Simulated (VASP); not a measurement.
Cd, 2 atoms in the cell. It takes space group P6_3/mmc (No. 194, hexagonal). Conventional cell: a = 3.042 Å, b = 3.042 Å, c = 5.904 Å, α = 90.00°, β = 90.00°, γ = 120.00°. Cd (site symmetry -6m2) has 12 Cd at 3.04 to 3.43 Å within 4.0 Å.  This cell differs from its parent crystal: strained.

| Property | Result |
| --- | --- |
| Program | VASP 6.6.1 |
| Task | single point |
| Functional | PBE |
| Potentials or basis | VASP PAW PBE potentials, release 64 (Cd) |
| Cutoff | 520 eV |
| k mesh | 18 × 18 × 8 |
| Occupations | gaussian, width 0.1 eV |
| Spin | no spin polarisation |
| Dipole correction | no |
| Further INCAR settings | ALGO = Fast; EDIFF = 1e-06; NBANDS = 19 |

Potentials or basis: VASP PAW PBE potentials, release 64 (Cd).

The run is started by

```console
$ cat potpaw_PBE.64/Cd/POTCAR > POTCAR
$ mpirun -np 1 vasp_std > vasp.out
```

Hardware: 1 thread of Intel(R) Xeon(R) Platinum 8488C (Sapphire Rapids) (shared host).

**Question.** How long does it take, and how much memory?

**Answer.** Run time: 87 s on 1 thread of Intel(R) Xeon(R) Platinum 8488C (Sapphire Rapids) (shared host), peak memory 0.26 GiB. Counts: scf iterations 12, k points 185.
